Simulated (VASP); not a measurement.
# Hf in VASP: notebook

Hf is run at these levels: PBE; tasks: single point.

All numbers are computed with VASP 6.6.1; they aren't measurements. Logs are shortened: lines on timing, memory, paths and dates and some standing lists are left out, and cuts for length are marked.

## (1) The cell of the first run

Symmetry: Fm-3m, No. 225, cubic system. The conventional cell has a = 4.527 Å, b = 4.527 Å, c = 4.527 Å, α = 90.00°, β = 90.00°, γ = 90.00°. Within 4.2 Å of Hf (site symmetry m-3m) lie 12 Hf at 3.20 Å.

## (2) Single point, PBE (volume scaled by 1.06)

Input file INCAR:

```
  ALGO = Normal
  EDIFF = 1E-6
  ENCUT = 520
  GGA = PE
  ISIF = 2
  ISMEAR = -1
  LASPH = True
  LCHARG = False
  LREAL = False
  LWAVE = False
  NBANDS = 11
  NELM = 80
  PREC = Accurate
  SIGMA = 0.03
```

Input file KPOINTS:

```
k-points
0
Gamma
  13 13 13
```

Input file POSCAR:

```
Hf
1.0
    0.0000000000      2.2635404658      2.2635404658
    2.2635404658      0.0000000000      2.2635404658
    2.2635404658      2.2635404658      0.0000000000
Hf
1
Direct
    0.0000000000      0.0000000000      0.0000000000
```

Potentials or basis: VASP PAW PBE potentials, release 64 (Hf_pv).

Started as:

```sh
$ cat potpaw_PBE.64/Hf_pv/POTCAR > POTCAR
$ mpirun -np 1 vasp_std > vasp.out
```

OUTCAR:

```text
EDIFF = 1E-6
   ENCUT = 520
   GGA = PE
   ISIF = 2
   ISMEAR = -1
   LASPH = True
   LREAL = False
   NELM = 80
   PREC = Accurate

 ion  position               nearest neighbor table
   1  0.000  0.000  0.000-

  LATTYP: Found a face centered cubic cell.
 ALAT       =     4.5270809316

  Lattice vectors:

 A1 = (   0.0000000000,   2.2635404658,   2.2635404658)
 A2 = (   2.2635404658,   0.0000000000,   2.2635404658)
 A3 = (   2.2635404658,   2.2635404658,   0.0000000000)

Analysis of symmetry for initial positions (statically):
=====================================================================
 Subroutine PRICEL returns:
 Original cell was already a primitive cell.

 Routine SETGRP: Setting up the symmetry group for a
 face centered cubic supercell.

 Subroutine GETGRP returns: Found 48 space group operations
 (whereof 48 operations were pure point group operations)
 out of a pool of 48 trial point group operations.

The static configuration has the point symmetry O_h .

Analysis of symmetry for dynamics (positions and initial velocities):
=====================================================================
 Subroutine PRICEL returns:
 Original cell was already a primitive cell.

 Routine SETGRP: Setting up the symmetry group for a
 face centered cubic supercell.

 Subroutine GETGRP returns: Found 48 space group operations
 (whereof 48 operations were pure point group operations)
 out of a pool of 48 trial point group operations.

The dynamic configuration has the point symmetry O_h .

 Subroutine INISYM returns: Found 48 space group operations
 (whereof 48 operations are pure point group operations),
 and found     1 'primitive' translations

----------------------------------------------------------------------------------------

                                     Primitive cell

  volume of cell :      23.1950

  direct lattice vectors                    reciprocal lattice vectors
     0.000000000  2.263540466  2.263540466    -0.220892892  0.220892892  0.220892892
     2.263540466  0.000000000  2.263540466     0.220892892 -0.220892892  0.220892892
     2.263540466  2.263540466  0.000000000     0.220892892  0.220892892 -0.220892892

  length of vectors
     3.201129626  3.201129626  3.201129626     0.382597712  0.382597712  0.382597712

  position of ions in fractional coordinates (direct lattice)
     0.000000000  0.000000000  0.000000000

  ion indices of the primitive-cell ions
   primitive index   ion index
                 1           1

[... 71 lines left out ...]
   EDIFF  = 0.1E-05   stopping-criterion for ELM
   LREAL  =      F    real-space projection
   EDIFFG = 0.1E-04   stopping-criterion for IOM
   NSW    =      0    number of steps for IOM
   IBRION =     -1    ionic relax: 0-MD 1-quasi-New 2-CG
   NFREE  =      0    steps in history (QN), initial steepest desc. (CG)
   ISIF   =      2    stress and relaxation
   ISYM   =      2    0-nonsym 1-usesym 2-fastsym
   POTIM  = 0.5000    time-step for ionic-motion
   TEBEG  =    0.0;   TEEND  =   0.0 temperature during run
   PSTRESS=    0.0 pullay stress
   NELECT =      10.0000    total number of electrons
   NUPDOWN=      -1.0000    fix difference up-down
   EMIN   =  10.00;   EMAX   =-10.00  energy-range for DOS
   EFERMI =   0.00;   METHOD = LEGACY
   ISMEAR =    -1;   SIGMA  =   0.03  broadening in eV -4-tet -1-fermi 0-gaus
   EFERMI_NEDOS =   21; number of points for ismear=-14 and -15
   IALGO  =     38    algorithm
   IMIX   =      4    mixing-type and parameters
     AMIX     =   0.40;   BMIX     =  1.00
     AMIX_MAG =   1.60;   BMIX_MAG =  1.00
  volume/ion in A,a.u.               =      23.20       156.53
  Fermi-wavevector in a.u.,A,eV,Ry     =   1.236735  2.337090 20.810286  1.529513
  Thomas-Fermi vector in A             =   2.371331
   LORBIT       =      0    0 simple, 1 ext, 2 COOP (PROOUT), +10 PAW based schemes
   GGA     = PE    functional components
   LHFCALC =     F    Hartree Fock is set to
   AEXX    =    0.0000 exact exchange contribution
   IVDW    =     0    specifies the selected vdW correction
   LEPSILON=     F    determine dielectric tensor
   LRPA    =     F    only Hartree local field effects (RPA)
 non-spin polarized calculation
  energy-cutoff  :      520.00
  volume of cell :       23.20
 maximum number of plane-waves:       632
   NGX = 11   NGY = 11   NGZ = 11

 number of electron      10.0000000 magnetization

 Free energy of the ion-electron system (eV)
  ---------------------------------------------------
  ext. energy  EPLUGINS =         0.00000000
  ---------------------------------------------------
  free energy    TOTEN  =        -9.84782120 eV

  energy without entropy =       -9.84275720  energy(sigma->0) =       -9.84528920

 E-fermi :   4.4758     XC(G=0): -11.1222

 val. band max:        4.4683144499   @ k =   0.3077   0.0000   0.0000
 cond. band min:       4.5078095043   @ k =  -0.3846   0.3077   0.1538
 fundamental gap:      0.0394950544
 Fermi energy:         4.4757659931

 k-point     1 :       0.0000    0.0000    0.0000
  band No.  band energies     occupation
      1     -25.6518      2.00000
      2     -25.6518      2.00000
      3     -25.6518      2.00000
      4      -2.5925      2.00000
      5       5.8806      0.00000
      6       5.8806      0.00000
      7       5.8806      0.00000
      8       8.5428      0.00000
      9       8.5428      0.00000
     10      15.6893      0.00000
     11      17.4352      0.00000
[... 309 lines left out ...]
 k-point    24 :       0.4615    0.1538    0.0000
  band No.  band energies     occupation
      1     -26.2785      2.00000
      2     -25.8276      2.00000
      3     -25.7855      2.00000
      4       1.3983      2.00000
      5       4.0253      2.00000
      6       5.1590      0.00000
      7       6.4334      0.00000
      8      10.2525      0.00000
      9      10.6353      0.00000
     10      13.6130      0.00000
     11      17.1954      0.00000

 [... further k-points ...]
[... 5 lines left out ...]
  --------------------------------------------------------------------------------------
  -------------------------------------------------------------------------------------
  Total       -0.4699217     -0.4699217     -0.4699217      0.0000000     -0.0000000     -0.0000000
  in kB      -32.4594621    -32.4594621    -32.4594621      0.0000000     -0.0000000     -0.0000000
  external PRESSURE =     -32.4594621 kB  Pullay stress =       0.0000000 kB

 VOLUME and BASIS-vectors are now :
 -----------------------------------------------------------------------------
  energy-cutoff  :      520.00
  volume of cell :       23.20
      direct lattice vectors                 reciprocal lattice vectors
     0.000000000  2.263540466  2.263540466    -0.220892892  0.220892892  0.220892892
     2.263540466  0.000000000  2.263540466     0.220892892 -0.220892892  0.220892892
     2.263540466  2.263540466  0.000000000     0.220892892  0.220892892 -0.220892892

 POSITION                                       TOTAL-FORCE (eV/Angst)
 -----------------------------------------------------------------------------------
      0.00000      0.00000      0.00000        -0.000000     -0.000000     -0.000000
 -----------------------------------------------------------------------------------
    total drift:                               -0.000000      0.000000     -0.000000

  FREE ENERGIE OF THE ION-ELECTRON SYSTEM (eV)
  ---------------------------------------------------
  free  energy   TOTEN  =        -9.8478212001 eV

  energy  without entropy=       -9.8427571972  energy(sigma->0) =       -9.84528920
```

It took 17 s on 1 thread of AMD EPYC 7R43 (Zen 3), shared host; peak memory 0.11 GiB.

Results:

```yaml
Free_energy: -9.8478 eV
Pressure: -3.2 GPa
Band_gap_on_the_k_mesh: zero (band 5 reaches 5.88 eV, above the bottom of band 6 at 3.97 eV)
```

Caveat: spin-orbit coupling is left out, which moves the levels of the heavy elements.

## (3) Single point, PBE (equal xy, yz and zx shear strains of -2 %)

Input file INCAR:

```
SYSTEM = Hf
ALGO     = Normal         ! electronic algorithm
EDIFF    = 1E-6           ! SCF threshold, eV
ENCUT    = 520            ! plane-wave cutoff, eV
GGA      = PE             ! functional
ISIF     = 2              ! what is computed and relaxed
ISMEAR   = -1             ! smearing method
LASPH    = .True.         ! aspherical terms in the spheres
LCHARG   = .True.         ! write CHGCAR
LELF     = .True.         ! ELF
LREAL    = .False.        ! projectors in reciprocal space
LVHAR    = .True.       
LWAVE    = .False.        ! write WAVECAR
NBANDS   = 11             ! bands
NELM     = 80             ! most SCF steps
PREC     = Accurate       ! precision mode
SIGMA    = 0.03           ! smearing width, eV
```

Input file KPOINTS:

```
k-points
0
Gamma
  13 13 13
  0 0 0
```

Input file POSCAR:

```
Hf
1.0
   -0.0444000000      2.1978000000      2.1978000000
    2.1978000000     -0.0444000000      2.1978000000
    2.1978000000      2.1978000000     -0.0444000000
Hf
1
Direct
    0.0000000000      0.0000000000      0.0000000000
```

Potentials or basis: VASP PAW PBE potentials, release 64 (Hf_pv).

Started as:

```sh
$ cat potpaw_PBE.64/Hf_pv/POTCAR > POTCAR
$ mpirun -np 1 vasp_std > vasp.out
```

Run time: 18 s. Hardware: 1 thread of Intel Xeon Platinum 8375C at 2.90GHz (Ice Lake), shared host; peak memory 0.18 GiB.

The run converged. Its results:

* Free energy: -9.8443 eV
* Pressure: 2.9 GPa
* Band gap on the k mesh: zero (band 5 reaches 6.26 eV, above the bottom of band 6 at 4.32 eV)

Stress tensor (GPa, compression positive):
```
2.85 1.47 1.47
1.47 2.85 1.47
1.47 1.47 2.85
```

Levels at points of the mesh, in eV from the Fermi level:
| k point | band 1 | band 2 | band 3 | band 4 | band 5 | band 6 | band 7 | band 8 | band 9 | band 10 |
| --- | --- | --- | --- | --- | --- | --- | --- | --- | --- | --- |
| (0.00, 0.00, 0.00) | -29.94 | -29.94 | -29.90 | -7.28 | 1.25 | 1.25 | 1.75 | 4.31 | 4.31 | 11.39 |

Caveat: the cell differs from its parent crystal (equal xy, yz and zx shear strains of -2 %); spin-orbit coupling is left out, which moves the levels of the heavy elements.

## (4) Single point, PBE (equal xy, yz and zx shear strains of +1 %)

Input file INCAR:

```
SYSTEM = Hf
PREC = Accurate
ENCUT = 520
EDIFF = 1E-6
ISMEAR = -1
SIGMA = 0.03
LREAL = .FALSE.
LASPH = .TRUE.
NELM = 60
ALGO = Normal
ISIF = 2
LWAVE = .FALSE.
LCHARG = .FALSE.
GGA = PE
NBANDS = 11
```

Input file KPOINTS:

```
regular mesh
0
G
  13 13 13
  0 0 0
```

Input file POSCAR:

```
Hf
1.0
    0.0222000000      2.2311000000      2.2311000000
    2.2311000000      0.0222000000      2.2311000000
    2.2311000000      2.2311000000      0.0222000000
Hf
1
Direct
    0.0000000000      0.0000000000      0.0000000000
```

Potentials or basis: VASP PAW PBE potentials, release 64 (Hf_pv).

Started as:

```sh
$ cat potpaw_PBE.64/Hf_pv/POTCAR > POTCAR
$ mpirun -np 1 vasp_std > vasp.out
```

OUTCAR:

```text
SYSTEM = Hf
   PREC = Accurate
   ENCUT = 520
   EDIFF = 1E-6
   ISMEAR = -1
   LREAL = .FALSE.
   LASPH = .TRUE.
   NELM = 60
   ISIF = 2
   GGA = PE

 ion  position               nearest neighbor table
   1  0.000  0.000  0.000-

  LATTYP: Found a trigonal (rhomboedric) cell.
 ALAT       =     3.1553299764
 COS(alpha) =     0.5099250056

  Lattice vectors:

 A1 = (   0.0222000000,   2.2311000000,   2.2311000000)
 A2 = (   2.2311000000,   0.0222000000,   2.2311000000)
 A3 = (   2.2311000000,   2.2311000000,   0.0222000000)

Analysis of symmetry for initial positions (statically):
=====================================================================
 Subroutine PRICEL returns:
 Original cell was already a primitive cell.

 Routine SETGRP: Setting up the symmetry group for a
 trigonal (rhombohedral) supercell.

 Subroutine GETGRP returns: Found 12 space group operations
 (whereof 12 operations were pure point group operations)
 out of a pool of 12 trial point group operations.

The static configuration has the point symmetry D_3d.

Analysis of symmetry for dynamics (positions and initial velocities):
[... 158 lines left out ...]
 val. band max:        4.8794956415   @ k =   0.3077   0.1538   0.1538
 cond. band min:       4.8831665666   @ k =  -0.3846   0.3077   0.2308
 fundamental gap:      0.0036709250
 Fermi energy:         4.8807647556

 k-point     1 :       0.0000    0.0000    0.0000
  band No.  band energies     occupation
      1     -25.0534      2.00000
      2     -25.0280      2.00000
      3     -25.0280      2.00000
      4      -2.3900      2.00000
      5       6.1505      0.00000
      6       6.3868      0.00000
      7       6.3868      0.00000
      8       9.1842      0.00000
      9       9.1842      0.00000
     10      16.2834      0.00000
     11      18.0418      0.00000
[... 309 lines left out ...]
 k-point    24 :       0.4615    0.1538    0.0000
  band No.  band energies     occupation
      1     -25.8025      2.00000
      2     -25.2524      2.00000
      3     -25.2076      2.00000
      4       1.7172      2.00000
      5       4.4607      2.00000
      6       5.5815      0.00000
      7       6.8338      0.00000
      8      11.0532      0.00000
      9      11.4350      0.00000
     10      14.7058      0.00000
     11      17.9771      0.00000

 [... further k-points ...]
[... 5 lines left out ...]
  --------------------------------------------------------------------------------------
  -------------------------------------------------------------------------------------
  Total        0.3881216      0.3881216      0.3881216     -0.1008151     -0.1008151     -0.1008151
  in kB       28.4198608     28.4198608     28.4198608     -7.3820958     -7.3820958     -7.3820958
  external PRESSURE =      28.4198608 kB  Pullay stress =       0.0000000 kB

 VOLUME and BASIS-vectors are now :
 -----------------------------------------------------------------------------
  energy-cutoff  :      520.00
  volume of cell :       21.88
      direct lattice vectors                 reciprocal lattice vectors
     0.022200000  2.231100000  2.231100000    -0.227477590  0.225236431  0.225236431
     2.231100000  0.022200000  2.231100000     0.225236431 -0.227477590  0.225236431
     2.231100000  2.231100000  0.022200000     0.225236431  0.225236431 -0.227477590

 POSITION                                       TOTAL-FORCE (eV/Angst)
 -----------------------------------------------------------------------------------
      0.00000      0.00000      0.00000        -0.000000      0.000000     -0.000000
 -----------------------------------------------------------------------------------
    total drift:                                0.000000      0.000000      0.000000

  FREE ENERGIE OF THE ION-ELECTRON SYSTEM (eV)
  ---------------------------------------------------
  free  energy   TOTEN  =        -9.8489650445 eV

  energy  without entropy=       -9.8444848827  energy(sigma->0) =       -9.84672496
```

OSZICAR:

```text
N       E                     dE             d eps       ncg     rms          rms(c)
DAV:   1     0.130960575035E+02    0.13096E+02   -0.57426E+03  5138   0.846E+02
DAV:   2    -0.973150730319E+01   -0.22828E+02   -0.22098E+02  6421   0.155E+02
DAV:   3    -0.101698824833E+02   -0.43838E+00   -0.43479E+00  6374   0.149E+01
DAV:   4    -0.101715048713E+02   -0.16224E-02   -0.16221E-02  5795   0.111E+00
DAV:   5    -0.101715136351E+02   -0.87638E-05   -0.87633E-05  6576   0.721E-02    0.463E+01
DAV:   6    -0.993325146772E+01    0.23826E+00   -0.19963E-01  5715   0.338E+00    0.276E+01
DAV:   7    -0.985262704440E+01    0.80624E-01   -0.31286E-01  5979   0.409E+00    0.146E+00
DAV:   8    -0.984893125312E+01    0.36958E-02   -0.22271E-02  5796   0.104E+00    0.343E-01
DAV:   9    -0.984896473182E+01   -0.33479E-04   -0.38822E-04  6092   0.150E-01    0.682E-02
DAV:  10    -0.984896521580E+01   -0.48398E-06   -0.19878E-05  5914   0.359E-02    0.454E-02
DAV:  11    -0.984896504451E+01    0.17129E-06   -0.26961E-06  5923   0.126E-02
   1 F= -.98489650E+01 E0= -.98467250E+01  d E =-.448016E-02
```

It took 20 s on 1 thread of Intel Xeon Platinum 8375C at 2.90GHz (Ice Lake), shared host; peak memory 0.18 GiB.

What came out:

* Free energy: -9.8490 eV
* Pressure: 2.8 GPa
* Band gap on the k mesh: zero (band 5 reaches 6.15 eV, above the bottom of band 6 at 4.32 eV)

Levels at points of the mesh, in eV from the Fermi level:
```tsv
k point	band 1	band 2	band 3	band 4	band 5	band 6	band 7	band 8	band 9	band 10
(0.00, 0.00, 0.00)	-29.93	-29.91	-29.91	-7.27	1.27	1.51	1.51	4.30	4.30	11.40
```

Caveat: the cell differs from its parent crystal (equal xy, yz and zx shear strains of +1 %); spin-orbit coupling is left out, which moves the levels of the heavy elements.

## (5) Summary

| cell | gap on the mesh (eV) | pressure (GPa) |
| --- | --- | --- |
| a = 3.201 Å, angles 60.0°, 1 atom | none | -3.2 |
| a = 3.108 Å, angles 61.3°, 1 atom | none | 2.9 |
| a = 3.155 Å, angles 59.3°, 1 atom | none | 2.8 |

Alike in all rows: task single point; level PBE; potentials or basis VASP PAW PBE potentials, release 64 (Hf_pv); no spin polarisation; k mesh 13 × 13 × 13; cutoff (eV) 520; smearing fermi-dirac 0.03 eV.

Caveats: spin-orbit coupling is left out, which moves the levels of the heavy elements.

Total energies depend on the potentials used, so only differences within one code and one set of settings carry meaning.
